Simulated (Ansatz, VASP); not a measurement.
Two plane-wave programs on Sb

```
Sb
1.0
     1.86993   -2.24761    0.00000
     1.86993    2.24761    0.00000
     0.00000    0.00000    3.68567
Sb
1
Direct
  0.00000 0.00000 0.00000
```

Alike in both runs: task single point; functional PBE; k mesh 6 × 6 × 6; occupations gaussian, width 0.1 eV; no spin polarisation.

|  | VASP | Ansatz |
| --- | --- | --- |
| version | VASP 6.6.1 | Ansatz 0.2.0 |
| potentials or method | VASP PAW PBE potentials, release 64 (Sb), cutoff 520 eV | scalar-relativistic, plane waves, PAW |
| valence electrons in the cell | 5 | 15 |

VASP gave:

| Item | Value |
| --- | --- |
| gap on the k mesh at the Fermi level (eV) | none |
| pressure (GPa) | 3.4 |
| traceless stress, the component that is largest in VASP (GPa) | -11.70 |

What did Ansatz give for the same quantities?

gap on the k mesh at the Fermi level (eV): none; pressure (GPa): 3.4; traceless stress, the component that is largest in VASP (GPa): -11.69.

A gap of «none» marks a metal or a gap that the smearing closes. The functional is the same, so the differences come from potentials, cutoffs and numerics. VASP's potentials hold 5 valence electrons a cell and Ansatz's 15, so a difference there can come from the potentials and not from the codes.

The k mesh is coarse, so the values compare programs but aren't converged. Neither program's run includes spin-orbit coupling.
